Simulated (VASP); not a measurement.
# SrTiO3 (Pm-3m) in VASP: further runs

The runs below take SrTiO3 through G0W0 quasiparticle levels, with PBE.

All numbers are computed with VASP 6.6.1; they aren't measurements. Logs are shortened: lines on timing, memory, paths and dates and some standing lists are left out, and cuts for length are marked.

## (1) The cell of the first run

It takes space group Pm-3m (No. 221, cubic). Conventional cell: a = 3.905 Å, b = 3.905 Å, c = 3.905 Å, α = 90.00°, β = 90.00°, γ = 90.00°. Sr (site symmetry m-3m) has 12 O at 2.76 Å and 8 Ti at 3.38 Å within 3.6 Å. Within 2.6 Å of Ti (site symmetry m-3m) lie 6 O at 1.95 Å. O (site symmetry 4/mmm) has 2 Ti at 1.95 Å within 2.6 Å.

## (2) G0W0 quasiparticle levels, PBE

Contents of POSCAR:

```
SrTiO3
1.0
    3.9050000000      0.0000000000      0.0000000000
    0.0000000000      3.9050000000      0.0000000000
    0.0000000000      0.0000000000      3.9050000000
Sr Ti O
1 1 3
Direct
    0.0000000000      0.0000000000      0.0000000000
    0.5000000000      0.5000000000      0.5000000000
    0.5000000000      0.5000000000      0.0000000000
    0.5000000000      0.0000000000      0.5000000000
    0.0000000000      0.5000000000      0.5000000000
```

Contents of INCAR.step1:

```
PREC     = Accurate       # precision mode
ENCUT    = 500            # plane-wave cutoff, eV
EDIFF    = 1E-8           # SCF threshold, eV
ISMEAR   = 0              # smearing method
SIGMA    = 0.01           # smearing width, eV
LREAL    = False          # projectors in reciprocal space
LASPH    = True           # aspherical terms in the spheres
NELM     = 100            # most SCF steps
ALGO     = Normal         # electronic algorithm
LWAVE    = True           # write WAVECAR
LCHARG   = False          # write CHGCAR
GGA      = PE             # functional
```

Contents of INCAR.step2:

```
PREC     = Accurate       # precision mode
ENCUT    = 500            # plane-wave cutoff, eV
EDIFF    = 1E-8           # SCF threshold, eV
ISMEAR   = 0              # smearing method
SIGMA    = 0.01           # smearing width, eV
LREAL    = False          # projectors in reciprocal space
LASPH    = True           # aspherical terms in the spheres
NELM     = 1              # most SCF steps
ALGO     = Exact          # electronic algorithm
LWAVE    = True           # write WAVECAR
LCHARG   = False          # write CHGCAR
GGA      = PE             # functional
NBANDS   = 300            # bands
LOPTICS  = True           # frequency-dependent dielectric function
ISTART   = 1
```

Contents of INCAR.step3:

```
PREC     = Accurate       # precision mode
ENCUT    = 500            # plane-wave cutoff, eV
EDIFF    = 1E-8           # SCF threshold, eV
ISMEAR   = 0              # smearing method
SIGMA    = 0.01           # smearing width, eV
LREAL    = False          # projectors in reciprocal space
LASPH    = True           # aspherical terms in the spheres
ALGO     = EVGW0          # electronic algorithm
LWAVE    = False          # write WAVECAR
LCHARG   = False          # write CHGCAR
GGA      = PE             # functional
NELMGW   = 1            
NBANDS   = 300            # bands
ENCUTGW  = 113.3          # cutoff of the response function
NOMEGA   = 48             # frequency points
PRECFOCK = Fast         
ISTART   = 1            
NBANDSGW = 28
```

Contents of KPOINTS:

```
Automatic mesh
0
Gamma
  2 2 2
```

Potentials or basis: VASP PAW PBE potentials, release 64 (Sr_sv_GW, Ti_sv_GW, O_GW).

On the command line:

```sh
$ cat potpaw_PBE.64/Sr_sv_GW/POTCAR potpaw_PBE.64/Ti_sv_GW/POTCAR potpaw_PBE.64/O_GW/POTCAR > POTCAR
$ cp INCAR.step1 INCAR
$ mpirun -np 1 vasp_std > vasp.out
$ cp INCAR.step2 INCAR
$ mpirun -np 1 vasp_std > vasp.out
$ cp INCAR.step3 INCAR
$ mpirun -np 1 vasp_std > vasp.out
```

OUTCAR:

```text
PREC = Accurate
   ENCUT = 500
   EDIFF = 1E-8
   ISMEAR = 0
   LREAL = False
   LASPH = True
   GGA = PE
   NELMGW = 1
   ENCUTGW = 113.3
   PRECFOCK = Fast
   ISTART = 1

 ion  position               nearest neighbor table
   1  0.000  0.000  0.000-   3 2.76   4 2.76   5 2.76   4 2.76   5 2.76   3 2.76   5 2.76   5 2.76
                             3 2.76   4 2.76   4 2.76   3 2.76
   2  0.500  0.500  0.500-   3 1.95   4 1.95   5 1.95   3 1.95   4 1.95   5 1.95
   3  0.500  0.500  0.000-   2 1.95   2 1.95   1 2.76   1 2.76   1 2.76   1 2.76
   4  0.500  0.000  0.500-   2 1.95   2 1.95   1 2.76   1 2.76   1 2.76   1 2.76
   5  0.000  0.500  0.500-   2 1.95   2 1.95   1 2.76   1 2.76   1 2.76   1 2.76

  LATTYP: Found a simple cubic cell.
 ALAT       =     3.9050000000

  Lattice vectors:

 A1 = (   3.9050000000,   0.0000000000,   0.0000000000)
 A2 = (   0.0000000000,   3.9050000000,   0.0000000000)
 A3 = (   0.0000000000,   0.0000000000,   3.9050000000)

Analysis of symmetry for initial positions (statically):
=====================================================================
 Subroutine PRICEL returns:
 Original cell was already a primitive cell.

 Routine SETGRP: Setting up the symmetry group for a
 simple cubic supercell.

 Subroutine GETGRP returns: Found 48 space group operations
 (whereof 48 operations were pure point group operations)
 out of a pool of 48 trial point group operations.

The static configuration has the point symmetry O_h .

Analysis of symmetry for dynamics (positions and initial velocities):
=====================================================================
 Subroutine PRICEL returns:
 Original cell was already a primitive cell.

 Routine SETGRP: Setting up the symmetry group for a
 simple cubic supercell.

 Subroutine GETGRP returns: Found 48 space group operations
 (whereof 48 operations were pure point group operations)
 out of a pool of 48 trial point group operations.

The dynamic configuration has the point symmetry O_h .

 Subroutine INISYM returns: Found 48 space group operations
 (whereof 48 operations are pure point group operations),
 and found     1 'primitive' translations

----------------------------------------------------------------------------------------

                                     Primitive cell

  volume of cell :      59.5474

  direct lattice vectors                    reciprocal lattice vectors
     3.905000000  0.000000000  0.000000000     0.256081946  0.000000000  0.000000000
     0.000000000  3.905000000  0.000000000     0.000000000  0.256081946  0.000000000
     0.000000000  0.000000000  3.905000000     0.000000000  0.000000000  0.256081946

  length of vectors
     3.905000000  3.905000000  3.905000000     0.256081946  0.256081946  0.256081946

  position of ions in fractional coordinates (direct lattice)
     0.000000000  0.000000000  0.000000000
     0.500000000  0.500000000  0.500000000
     0.500000000  0.500000000  0.000000000
     0.500000000  0.000000000  0.500000000
     0.000000000  0.500000000  0.500000000

  ion indices of the primitive-cell ions
   primitive index   ion index
                 1           1
                 2           2
                 3           3
                 4           4
                 5           5

----------------------------------------------------------------------------------------

 KPOINTS: Automatic mesh

Automatic generation of k-mesh.
 Grid dimensions read from file:
 generate k-points for:    2    2    2

 Generating k-lattice:

  Cartesian coordinates                     Fractional coordinates (reciprocal lattice)
     0.128040973  0.000000000  0.000000000     0.500000000  0.000000000  0.000000000
     0.000000000  0.128040973  0.000000000     0.000000000  0.500000000  0.000000000
     0.000000000  0.000000000  0.128040973     0.000000000  0.000000000  0.500000000

  Length of vectors
     0.128040973  0.128040973  0.128040973

  Shift w.r.t. Gamma in fractional coordinates (k-lattice)
     0.000000000  0.000000000  0.000000000

 Subroutine IBZKPT returns following result:
 ===========================================

 Found      4 irreducible k-points:

 Following reciprocal coordinates:
            Coordinates               Weight
  0.000000  0.000000  0.000000      1.000000
  0.500000  0.000000  0.000000      3.000000
  0.500000  0.500000  0.000000      3.000000
  0.500000  0.500000  0.500000      1.000000
   k-points           NKPTS =      4   k-points in BZ     NKDIM =      8   number of bands    NBANDS=    300
   number of dos      NEDOS =    301   number of ions     NIONS =      5
   total plane-waves  NPLWV =  21952
   dimension x,y,z NGX =    28 NGY =   28 NGZ =   28
   dimension x,y,z NGXF=    56 NGYF=   56 NGZF=   56
   ions per type =               1   1   3
   NGX,Y,Z   is equivalent  to a cutoff of  11.92, 11.92, 11.92 a.u.
   NGXF,Y,Z  is equivalent  to a cutoff of  23.84, 23.84, 23.84 a.u.
 SYSTEM =  unknown system
   PREC   = accura    normal or accurate (medium, high low for compatibility)
   ISTART =      1    job   : 0-new  1-cont  2-samecut
   ICHARG =      0    charge: 1-file 2-atom 10-const
   ISPIN  =      1    spin polarized calculation?
   LNONCOLLINEAR =      F non collinear calculations
   LSORBIT =      F    spin-orbit coupling
   LASPH  =      T    aspherical Exc in radial PAW
   ENCUT  =  500.0 eV  36.75 Ry    6.06 a.u.   7.12  7.12  7.12*2*pi/ulx,y,z
   NELM   =     60;   NELMIN=  2; NELMDL=  0     # of ELM steps
   EDIFF  = 0.1E-07   stopping-criterion for ELM
   LREAL  =      F    real-space projection
   EDIFFG = 0.1E-06   stopping-criterion for IOM
   NSW    =      0    number of steps for IOM
   IBRION =     -1    ionic relax: 0-MD 1-quasi-New 2-CG
   NFREE  =      0    steps in history (QN), initial steepest desc. (CG)
   ISIF   =      0    stress and relaxation
   ISYM   =      3    0-nonsym 1-usesym 2-fastsym
   POTIM  = 0.5000    time-step for ionic-motion
   TEBEG  =    0.0;   TEEND  =   0.0 temperature during run
   PSTRESS=    0.0 pullay stress
   NELECT =      40.0000    total number of electrons
   NUPDOWN=      -1.0000    fix difference up-down
   EMIN   =  10.00;   EMAX   =-10.00  energy-range for DOS
   EFERMI =   0.00;   METHOD = LEGACY
   ISMEAR =     0;   SIGMA  =   0.01  broadening in eV -4-tet -1-fermi 0-gaus
   EFERMI_NEDOS =   21; number of points for ismear=-14 and -15
   IALGO  =     38    algorithm
   IMIX   =      4    mixing-type and parameters
     AMIX     =   0.40;   BMIX     =  1.00
     AMIX_MAG =   1.60;   BMIX_MAG =  1.00
  volume/ion in A,a.u.               =      11.91        80.37
  Fermi-wavevector in a.u.,A,eV,Ry     =   1.433751  2.709397 27.968714  2.055642
  Thomas-Fermi vector in A             =   2.553235
   LORBIT       =      0    0 simple, 1 ext, 2 COOP (PROOUT), +10 PAW based schemes
   GGA     = PE    functional components
   LHFCALC =     T    Hartree Fock is set to
   PRECFOCK=fast      Normal, Fast or Accurate (Low or Medium for compatibility)
   ENCUT4O =  -1.0   cutoff for four orbital integrals eV
   NKREDX  =     1    reduce k-point grid by
   NKREDY  =     1    reduce k-point grid by
   NKREDZ  =     1    reduce k-point grid by
   AEXX    =    1.0000 exact exchange contribution
   HFSCREEN=    0.0000 screening length (either q_TF or 0.3 A-1)
   HFSCREENC=   0.0000 screening length for correlation (either q_TF or 0.3 A-1)
   ENCUTFOCK=  -1.0 apply spherical cutoff to Coloumb kernel
   IVDW    =     0    specifies the selected vdW correction
   LEPSILON=     F    determine dielectric tensor
   LRPA    =     F    only Hartree local field effects (RPA)
   LRPAFORCE           =     F    calculate RPA forces
   ENCUTGW             = 113.3    cutoff for response function in eV
   ENCUTGWSOFT         =  90.6    soft cutoff for Coulomb kernel in GW response function in eV
   ENCUTLF             =  -1.0    cutoff for local field effects
   NELMGW              =     1    number of iterations in solving QP/BSE equation
   NELMHF              =     1    number of iterations in the inner HF iteration
   NKREDLFX            =     1    NKREDLFY  =   1   NKREDLFZ  =   1
 non-spin polarized calculation
 Gauss-broadening in eV      SIGMA  =   0.01
  energy-cutoff  :      500.00
  volume of cell :       59.55
 maximum number of plane-waves:      1516
  NGX = 16; NGY = 16; NGZ = 16
   NGX = 15   NGY = 15   NGZ = 15
 maximum number of plane-waves:       174
 NGX is ok and might be reduce to    14

 QP shifts <psi_nk| G(iteration)W_0 |psi_nk>: iteration 1
 for sc-GW calculations column KS-energies equals QP-energies in previous step
 and V_xc(KS)=  KS-energies - (<T + V_ion + V_H > + <T+V_H+V_ion>^1  + <V_x>^1)

 k-point   1 :       0.0000    0.0000    0.0000
  band No.  KS-energies  QP-energies   sigma(KS)   V_xc(KS)     V^pw_x(r,r')   Z            occupation Imag(sigma)

      1     -51.7929     -53.2004     -27.3409     -24.9577     -41.6904       0.5906       2.0000       1.7223
      2     -28.0258     -28.9194     -25.4955     -24.1158     -34.6619       0.6477       2.0000       1.0742
      3     -28.0258     -28.9194     -25.4955     -24.1158     -34.6619       0.6477       2.0000       1.0742
      4     -28.0258     -28.9194     -25.4955     -24.1158     -34.6619       0.6477       2.0000       1.0742
      5     -27.6772     -28.9785     -19.4428     -17.4464     -28.9783       0.6519       2.0000       1.3701
      6     -12.3173     -13.5835     -20.9582     -19.0472     -30.6682       0.6626       2.0000       1.5314
[... 20 lines left out ...]
     27      10.4796      10.9302     -10.0393     -10.5981      -5.2764       0.8064       0.0000      -0.2907
     28      11.2770      11.5948     -10.9709     -11.3684      -6.0964       0.7996       0.0000      -0.3019

 k-point   2 :       0.5000    0.0000    0.0000
  band No.  KS-energies  QP-energies   sigma(KS)   V_xc(KS)     V^pw_x(r,r')   Z            occupation Imag(sigma)

      1     -51.7917     -53.2065     -27.3368     -24.9594     -41.6920       0.5952       2.0000       1.7201
      2     -28.1180     -29.0002     -24.9928     -23.6203     -34.2839       0.6427       2.0000       1.1373
      3     -28.0229     -28.9199     -25.4978     -24.1204     -34.6485       0.6512       2.0000       1.0705
      4     -28.0229     -28.9199     -25.4978     -24.1204     -34.6485       0.6512       2.0000       1.0705
      5     -27.6268     -28.9094     -19.8289     -17.8802     -29.3204       0.6581       2.0000       1.3353
      6     -12.5435     -13.9258     -20.2983     -18.2558     -29.2393       0.6768       2.0000       1.4129
[... 20 lines left out ...]
     27      12.5138      13.2474     -11.6007     -12.5276      -6.7099       0.7914       0.0000      -0.3293
     28      13.1067      13.9806     -10.8767     -11.9687      -5.7742       0.8003       0.0000      -0.3258

 k-point   3 :       0.5000    0.5000    0.0000
  band No.  KS-energies  QP-energies   sigma(KS)   V_xc(KS)     V^pw_x(r,r')   Z            occupation Imag(sigma)

      1     -51.7903     -53.2137     -27.3345     -24.9611     -41.6930       0.5997       2.0000       1.7167
      2     -28.0898     -28.9466     -25.3584     -24.0314     -34.6066       0.6457       2.0000       1.1098
      3     -28.0898     -28.9466     -25.3584     -24.0314     -34.6066       0.6457       2.0000       1.1098
      4     -28.0207     -28.9168     -25.4972     -24.1247     -34.6350       0.6529       2.0000       1.0656
      5     -27.6344     -28.9387     -19.4777     -17.4874     -28.9986       0.6553       2.0000       1.3535
      6     -11.6693     -12.9347     -21.5524     -19.6449     -31.1302       0.6634       2.0000       1.4430
[... 20 lines left out ...]
     27      13.3561      14.3712     -12.4432     -13.7336      -7.3692       0.7867       0.0000      -0.3911
     28      14.6477      15.8465     -12.8784     -14.4169      -7.6098       0.7791       0.0000      -0.4024

 k-point   4 :       0.5000    0.5000    0.5000
  band No.  KS-energies  QP-energies   sigma(KS)   V_xc(KS)     V^pw_x(r,r')   Z            occupation Imag(sigma)

      1     -51.7889     -53.2151     -27.3329     -24.9625     -41.6934       0.6017       2.0000       1.7126
      2     -28.0861     -28.9428     -25.3610     -24.0379     -34.6009       0.6475       2.0000       1.1074
      3     -28.0861     -28.9428     -25.3610     -24.0379     -34.6009       0.6475       2.0000       1.1074
      4     -28.0861     -28.9428     -25.3610     -24.0379     -34.6009       0.6475       2.0000       1.1074
      5     -27.6160     -28.9257     -19.4931     -17.5056     -29.0068       0.6590       2.0000       1.3525
      6     -10.9726     -12.3228     -22.1767     -20.1876     -31.3808       0.6788       2.0000       1.3025
[... 20 lines left out ...]
     27      13.2133      14.7412     -21.5006     -23.7235     -14.3809       0.6874       0.0000      -0.7548
     28      13.2133      14.7412     -21.5006     -23.7235     -14.3809       0.6874       0.0000      -0.7548
```

Run time: 79 s. Hardware: 1 thread of Intel Xeon 6975P-C (Granite Rapids), shared host; peak memory 0.45 GiB.

Results:

| Item | Value |
| --- | --- |
| Band gap on the k mesh, mean-field level | 1.49 eV, indirect (least direct gap 1.85 eV) |
| Quasiparticle gap | 2.95 eV |
| Least direct quasiparticle gap | 3.38 eV |

Caveat: the k points lie up to 0.80 Å⁻¹ apart; bands, screening cutoff and mesh are small and nothing is extrapolated, so the quasiparticle values aren't converged. A k mesh can miss the band edges.

(Part 1 of 2 ends here.)
